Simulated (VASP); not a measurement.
# Ca4Ti3 (P-3m1) in VASP: notebook

The runs below take Ca4Ti3 through single point, with PBE.

Program: VASP 6.6.1. These are calculated values, not measurements. Logs are shortened: lines on timing, memory, paths and dates and some standing lists are left out, and cuts for length are marked.

## 1. The cell of the first run

Symmetry: P-3m1, No. 164, trigonal system. The conventional cell has a = 3.385 Å, b = 3.385 Å, c = 19.667 Å, α = 90.00°, β = 90.00°, γ = 120.00°. Within 4.4 Å of Ca (site symmetry 3m) lie 9 Ca at 3.38 to 3.85 Å and 3 Ti at 3.39 Å. Within 4.4 Å of Ca (site symmetry 3m) lie 12 Ca at 3.38 to 3.85 Å. Within 3.8 Å of Ti (site symmetry 3m) lie 9 Ti at 2.86 to 3.38 Å and 3 Ca at 3.39 Å. Ti (site symmetry -3m) has 12 Ti at 2.86 to 3.38 Å within 3.8 Å.

## 2. Single point, PBE

INCAR reads:

```
PREC = Accurate ; ENCUT = 520
EDIFF = 1E-7 ; ISMEAR = 0
SIGMA = 0.1 ; LREAL = F
LASPH = T ; NELM = 60
ALGO = Normal ; ISIF = 2
LWAVE = F ; LCHARG = T
GGA = PE ; LELF = T
LVHAR = T ; NBANDS = 47
```

KPOINTS reads:

```
regular mesh
0
Gamma
  6 6 1
```

POSCAR reads:

```
Ca4Ti3
1.0
    3.3845943155      0.0000000026      0.0000000000
   -1.6922971600      2.9311446574      0.0000000000
    0.0000000000      0.0000000000     19.6666111846
Ca Ti
4 3
Direct
    0.3333333333      0.6666666667      0.7524488740
    0.6666666667      0.3333333333      0.2475511260
    0.3333333333      0.6666666667      0.4159606873
    0.6666666667      0.3333333333      0.5840393127
    0.6666666667      0.3333333333      0.8935761726
    0.0000000000      0.0000000000      0.0000000000
    0.3333333333      0.6666666667      0.1064238274
```

Potentials or basis: VASP PAW PBE potentials, release 64 (Ca_sv, Ti_sv).

Started as:

```console
cat potpaw_PBE.64/Ca_sv/POTCAR potpaw_PBE.64/Ti_sv/POTCAR > POTCAR
mpirun -np 1 vasp_std > vasp.out
```

OUTCAR:

```text
PREC = Accurate
   ENCUT = 520
   EDIFF = 1E-7
   ISMEAR = 0
   LREAL = F
   LASPH = T
   NELM = 60
   ISIF = 2
   GGA = PE

 ion  position               nearest neighbor table
   1  0.333  0.667  0.752-
   2  0.667  0.333  0.248-
   3  0.333  0.667  0.416-
   4  0.667  0.333  0.584-
   5  0.667  0.333  0.894-   6 2.86   6 2.86   6 2.86
   6  0.000  0.000  0.000-   5 2.86   7 2.86   7 2.86   5 2.86   5 2.86   7 2.86
   7  0.333  0.667  0.106-   6 2.86   6 2.86   6 2.86

  LATTYP: Found a hexagonal cell.
 ALAT       =     3.3845943155
 C/A-ratio  =     5.8106258391

  Lattice vectors:

 A1 = (   3.3845943155,   0.0000000026,   0.0000000000)
 A2 = (  -1.6922971600,   2.9311446574,   0.0000000000)
 A3 = (   0.0000000000,   0.0000000000,  19.6666111846)

Analysis of symmetry for initial positions (statically):
=====================================================================
 Subroutine PRICEL returns:
 Original cell was already a primitive cell.

 Routine SETGRP: Setting up the symmetry group for a
 hexagonal supercell.

 Subroutine GETGRP returns: Found 12 space group operations
 (whereof 12 operations were pure point group operations)
 out of a pool of 24 trial point group operations.

The static configuration has the point symmetry D_3d.

Analysis of symmetry for dynamics (positions and initial velocities):
=====================================================================
 Subroutine PRICEL returns:
 Original cell was already a primitive cell.

 Routine SETGRP: Setting up the symmetry group for a
 hexagonal supercell.

 Subroutine GETGRP returns: Found 12 space group operations
 (whereof 12 operations were pure point group operations)
 out of a pool of 24 trial point group operations.

The dynamic configuration has the point symmetry D_3d.

 Subroutine INISYM returns: Found 12 space group operations
 (whereof 12 operations are pure point group operations),
 and found     1 'primitive' translations

----------------------------------------------------------------------------------------

                                     Primitive cell

  volume of cell :     195.1072

  direct lattice vectors                    reciprocal lattice vectors
     3.384594315  0.000000003  0.000000000     0.295456385  0.170581823  0.000000000
    -1.692297160  2.931144657  0.000000000    -0.000000000  0.341163646  0.000000000
     0.000000000  0.000000000 19.666611185     0.000000000  0.000000000  0.050847601

  length of vectors
     3.384594315  3.384594315 19.666611185     0.341163646  0.341163646  0.050847601

  position of ions in fractional coordinates (direct lattice)
     0.333333333  0.666666667  0.752448874
     0.666666667  0.333333333  0.247551126
     0.333333333  0.666666667  0.415960687
     0.666666667  0.333333333  0.584039313
     0.666666667  0.333333333  0.893576173
     0.000000000  0.000000000  0.000000000
     0.333333333  0.666666667  0.106423827

  ion indices of the primitive-cell ions
   primitive index   ion index
                 1           1
                 2           2
                 3           3
                 4           4
                 5           5
                 6           6
                 7           7

----------------------------------------------------------------------------------------

 KPOINTS: regular mesh

Automatic generation of k-mesh.
 Grid dimensions read from file:
 generate k-points for:    6    6    1

 Generating k-lattice:

  Cartesian coordinates                     Fractional coordinates (reciprocal lattice)
     0.049242731  0.028430304  0.000000000     0.166666667  0.000000000  0.000000000
    -0.000000000  0.056860608  0.000000000    -0.000000000  0.166666667  0.000000000
     0.000000000  0.000000000  0.050847601     0.000000000  0.000000000  1.000000000

  Length of vectors
     0.056860608  0.056860608  0.050847601

  Shift w.r.t. Gamma in fractional coordinates (k-lattice)
     0.000000000  0.000000000  0.000000000

 Subroutine IBZKPT returns following result:
 ===========================================

 Found      7 irreducible k-points:

 Following reciprocal coordinates:
            Coordinates               Weight
  0.000000  0.000000  0.000000      1.000000
  0.166667  0.000000  0.000000      6.000000
  0.333333  0.000000  0.000000      6.000000
  0.500000  0.000000  0.000000      3.000000
  0.166667  0.166667  0.000000      6.000000
  0.333333  0.166667  0.000000     12.000000
  0.333333  0.333333  0.000000      2.000000
   k-points           NKPTS =      7   k-points in BZ     NKDIM =      7   number of bands    NBANDS=     47
   number of dos      NEDOS =    301   number of ions     NIONS =      7
   total plane-waves  NPLWV = 117600
   dimension x,y,z NGX =    28 NGY =   28 NGZ =  150
   dimension x,y,z NGXF=    56 NGYF=   56 NGZF=  300
   ions per type =               4   3
   NGX,Y,Z   is equivalent  to a cutoff of  13.75, 13.75, 12.68 a.u.
   NGXF,Y,Z  is equivalent  to a cutoff of  27.51, 27.51, 25.36 a.u.
 SYSTEM =  unknown system
   PREC   = accura    normal or accurate (medium, high low for compatibility)
   ISTART =      0    job   : 0-new  1-cont  2-samecut
   ICHARG =      2    charge: 1-file 2-atom 10-const
   ISPIN  =      1    spin polarized calculation?
   LNONCOLLINEAR =      F non collinear calculations
   LSORBIT =      F    spin-orbit coupling
   LASPH  =      T    aspherical Exc in radial PAW
   ENCUT  =  520.0 eV  38.22 Ry    6.18 a.u.   6.29  6.29 36.57*2*pi/ulx,y,z
   NELM   =     60;   NELMIN=  2; NELMDL= -5     # of ELM steps
   EDIFF  = 0.1E-06   stopping-criterion for ELM
   LREAL  =      F    real-space projection
   EDIFFG = 0.1E-05   stopping-criterion for IOM
   NSW    =      0    number of steps for IOM
   IBRION =     -1    ionic relax: 0-MD 1-quasi-New 2-CG
   NFREE  =      0    steps in history (QN), initial steepest desc. (CG)
   ISIF   =      2    stress and relaxation
   ISYM   =      2    0-nonsym 1-usesym 2-fastsym
   POTIM  = 0.5000    time-step for ionic-motion
   TEBEG  =    0.0;   TEEND  =   0.0 temperature during run
   PSTRESS=    0.0 pullay stress
   NELECT =      76.0000    total number of electrons
   NUPDOWN=      -1.0000    fix difference up-down
   EMIN   =  10.00;   EMAX   =-10.00  energy-range for DOS
   EFERMI =   0.00;   METHOD = LEGACY
   ISMEAR =     0;   SIGMA  =   0.10  broadening in eV -4-tet -1-fermi 0-gaus
   EFERMI_NEDOS =   21; number of points for ismear=-14 and -15
   IALGO  =     38    algorithm
   IMIX   =      4    mixing-type and parameters
     AMIX     =   0.40;   BMIX     =  1.00
     AMIX_MAG =   1.60;   BMIX_MAG =  1.00
  volume/ion in A,a.u.               =      27.87       188.09
  Fermi-wavevector in a.u.,A,eV,Ry     =   1.195606  2.259368 19.449183  1.429475
  Thomas-Fermi vector in A             =   2.331568
   LORBIT       =      0    0 simple, 1 ext, 2 COOP (PROOUT), +10 PAW based schemes
   GGA     = PE    functional components
   LHFCALC =     F    Hartree Fock is set to
   AEXX    =    0.0000 exact exchange contribution
   IVDW    =     0    specifies the selected vdW correction
   LEPSILON=     F    determine dielectric tensor
   LRPA    =     F    only Hartree local field effects (RPA)
 non-spin polarized calculation
 Gauss-broadening in eV      SIGMA  =   0.10
  energy-cutoff  :      520.00
  volume of cell :      195.11
 maximum number of plane-waves:      5288
 NGX is ok and might be reduce to    28
   NGX = 13   NGY = 13   NGZ = 73

 number of electron      75.9999991 magnetization

 Free energy of the ion-electron system (eV)
  ---------------------------------------------------
  ext. energy  EPLUGINS =         0.00000000
  ---------------------------------------------------
  free energy    TOTEN  =       -28.27188897 eV

  energy without entropy =      -28.21035853  energy(sigma->0) =      -28.24112375

 E-fermi :   4.0170     XC(G=0):  -9.2103

 val. band max:        4.0138858299   @ k =   0.1667   0.1667   0.0000
 cond. band min:       4.0444369598   @ k =   0.1667   0.1667   0.0000
 fundamental gap:      0.0305511299
 Fermi energy:         4.0170136243

 k-point     1 :       0.0000    0.0000    0.0000
  band No.  band energies     occupation
      1     -53.0926      2.00000
      2     -53.0848      2.00000
      3     -52.7725      2.00000
      4     -37.4434      2.00000
      5     -37.4343      2.00000
      6     -37.2149      2.00000
[... 39 lines left out ...]
     46       5.5139      0.00000
     47       5.5139      0.00000

 k-point     2 :       0.1667    0.0000    0.0000
  band No.  band energies     occupation
      1     -53.0880      2.00000
      2     -53.0820      2.00000
      3     -52.7713      2.00000
      4     -37.4282      2.00000
      5     -37.4201      2.00000
      6     -37.2000      2.00000
[... 39 lines left out ...]
     46       5.3823      0.00000
     47       5.3864      0.00000

 k-point     3 :       0.3333    0.0000    0.0000
  band No.  band energies     occupation
      1     -53.0790      2.00000
      2     -53.0763      2.00000
      3     -52.7690      2.00000
      4     -37.3972      2.00000
      5     -37.3920      2.00000
      6     -37.1702      2.00000
[... 39 lines left out ...]
     46       5.3696      0.00000
     47       5.4563      0.00000

 k-point     4 :       0.5000    0.0000    0.0000
  band No.  band energies     occupation
      1     -53.0743      2.00000
      2     -53.0735      2.00000
      3     -52.7679      2.00000
      4     -37.3811      2.00000
      5     -37.3782      2.00000
      6     -37.1552      2.00000
[... 39 lines left out ...]
     46       5.1657      0.00000
     47       5.4809      0.00000

 k-point     5 :       0.1667    0.1667    0.0000
  band No.  band energies     occupation
      1     -53.0812      2.00000
      2     -53.0777      2.00000
      3     -52.7696      2.00000
      4     -37.4050      2.00000
      5     -37.3990      2.00000
      6     -37.1777      2.00000
[... 39 lines left out ...]
     46       5.2762      0.00000
     47       5.5547      0.00000

 k-point     6 :       0.3333    0.1667    0.0000
  band No.  band energies     occupation
      1     -53.0744      2.00000
      2     -53.0735      2.00000
      3     -52.7679      2.00000
      4     -37.3812      2.00000
      5     -37.3782      2.00000
      6     -37.1552      2.00000
[... 39 lines left out ...]
     46       5.3292      0.00000
     47       5.4188      0.00000

 k-point     7 :       0.3333    0.3333    0.0000
  band No.  band energies     occupation
      1     -53.0721      2.00000
      2     -53.0721      2.00000
      3     -52.7674      2.00000
      4     -37.3723      2.00000
      5     -37.3723      2.00000
      6     -37.1477      2.00000
[... 39 lines left out ...]
     46       5.0586      0.00000
     47       5.0586      0.00000

------------------------ aborting loop because EDIFF is reached ----------------------------------------

  FORCE on cell =-STRESS in cart. coord.  units (eV):
  Direction    XX          YY          ZZ          XY          YZ          ZX
  --------------------------------------------------------------------------------------
  -------------------------------------------------------------------------------------
  Total       -0.0121337     -0.0121337     -0.0989112     -0.0000000      0.0000000      0.0000000
  in kB       -0.0996390     -0.0996390     -0.8122365     -0.0000000      0.0000000      0.0000000
  external PRESSURE =      -0.3371715 kB  Pullay stress =       0.0000000 kB

 VOLUME and BASIS-vectors are now :
 -----------------------------------------------------------------------------
  energy-cutoff  :      520.00
  volume of cell :      195.11
      direct lattice vectors                 reciprocal lattice vectors
     3.384594315  0.000000003  0.000000000     0.295456385  0.170581823  0.000000000
    -1.692297160  2.931144657  0.000000000    -0.000000000  0.341163646  0.000000000
     0.000000000  0.000000000 19.666611185     0.000000000  0.000000000  0.050847601

 POSITION                                       TOTAL-FORCE (eV/Angst)
 -----------------------------------------------------------------------------------
     -0.00000      1.95410     14.79812        -0.000000      0.000000     -0.000326
      1.69230      0.97705      4.86849         0.000000      0.000000      0.000326
     -0.00000      1.95410      8.18054        -0.000000     -0.000000      0.003443
      1.69230      0.97705     11.48607        -0.000000      0.000000     -0.003443
      1.69230      0.97705     17.57362         0.000000     -0.000000      0.016500
      0.00000      0.00000      0.00000         0.000000     -0.000000      0.000000
     -0.00000      1.95410      2.09300        -0.000000     -0.000000     -0.016500
 -----------------------------------------------------------------------------------
    total drift:                               -0.000000      0.000000     -0.000000

  FREE ENERGIE OF THE ION-ELECTRON SYSTEM (eV)
  ---------------------------------------------------
  free  energy   TOTEN  =       -28.2718889653 eV

  energy  without entropy=      -28.2103585271  energy(sigma->0) =      -28.24112375
```

It took 79 s on 1 thread of Intel Xeon 6975P-C (Granite Rapids), shared host; peak memory 0.34 GiB.

What came out:

```
Free energy            : -28.2719 eV
Pressure               : 0.0 GPa
Largest force          : 0.017 eV/Å
Band gap on the k mesh : zero (band 38 reaches 4.25 eV, above the bottom of band 39 at 3.98 eV)
```

Forces on the atoms (eV/Å):
```
Ca   0.000  0.000  0.000
Ca   0.000  0.000  0.000
Ca   0.000  0.000  0.003
Ca   0.000  0.000 -0.003
Ti   0.000  0.000  0.017
Ti   0.000  0.000  0.000
Ti   0.000  0.000 -0.017
```

Levels at points of the mesh, in eV from the Fermi level:
```csv
k point,band 35,band 36,band 37,band 38,band 39,band 40,band 41,band 42
"(0.00, 0.00, 0.00)",-1.77,-0.39,0.14,0.14,0.25,0.34,0.34,0.81
"(0.50, 0.00, 0.00)",-0.70,-0.47,-0.41,-0.10,0.06,0.16,0.30,0.42
```

## 3. Single point, PBE

This run uses another cell than the first one, of 32.47 Å³/atom, 1.165 times its volume.

INCAR reads:

```
ALGO = Normal ; EDIFF = 1E-6
ENCUT = 520 ; GGA = PE
ISIF = 2 ; ISMEAR = 0
LASPH = T ; LCHARG = F
LREAL = F ; LWAVE = F
NBANDS = 47 ; NELM = 60
PREC = Accurate ; SIGMA = 0.1
```

KPOINTS reads:

```
k-points
0
Gamma
  6 6 1
```

POSCAR reads:

```
Ca4Ti3
1.0
    3.7392298300      0.0000000000      0.0000000000
   -1.8696149200      3.2382680200      0.0000000000
    0.0000000000      0.0000000000     18.7723182700
Ca Ti
4 3
Direct
    0.3333333300      0.6666666700      0.7509682200
    0.6666666700      0.3333333300      0.2490317800
    0.3333333300      0.6666666700      0.4163439300
    0.6666666700      0.3333333300      0.5836560700
    0.6666666700      0.3333333300      0.8904463300
    0.0000000000      0.0000000000      0.0000000000
    0.3333333300      0.6666666700      0.1095536700
```

Potentials or basis: VASP PAW PBE potentials, release 64 (Ca_sv, Ti_sv).

Started as:

```console
cat potpaw_PBE.64/Ca_sv/POTCAR potpaw_PBE.64/Ti_sv/POTCAR > POTCAR
mpirun -np 1 vasp_std > vasp.out
```

Wall time 92 s (1 thread of Intel Xeon 6975P-C (Granite Rapids), shared host); peak memory 0.33 GiB.

The run converged. Its results:

* Free energy: -27.3626 eV
* Pressure: -3.8 GPa
* Largest force: 0.827 eV/Å
* Band gap on the k mesh: zero (filled and empty bands overlap)

Forces on the atoms (eV/Å):
```
Ca   0.000  0.000  0.187
Ca   0.000  0.000 -0.187
Ca   0.000  0.000  0.035
Ca   0.000  0.000 -0.035
Ti   0.000  0.000  0.827
Ti   0.000  0.000  0.000
Ti   0.000  0.000 -0.827
```

Stress tensor (GPa, compression positive):
```
-5.23  0.00  0.00
 0.00 -5.23  0.00
 0.00  0.00 -1.08
```

Levels at points of the mesh, in eV from the Fermi level:
| k point | band 35 | band 36 | band 37 | band 38 | band 39 | band 40 | band 41 | band 42 |
| --- | --- | --- | --- | --- | --- | --- | --- | --- |
| (0.00, 0.00, 0.00) | -1.30 | -0.09 | -0.09 | 0.01 | 0.20 | 0.20 | 0.63 | 0.64 |
| (0.50, 0.00, 0.00) | -0.68 | -0.55 | -0.22 | 0.00 | 0.02 | 0.04 | 0.12 | 0.13 |
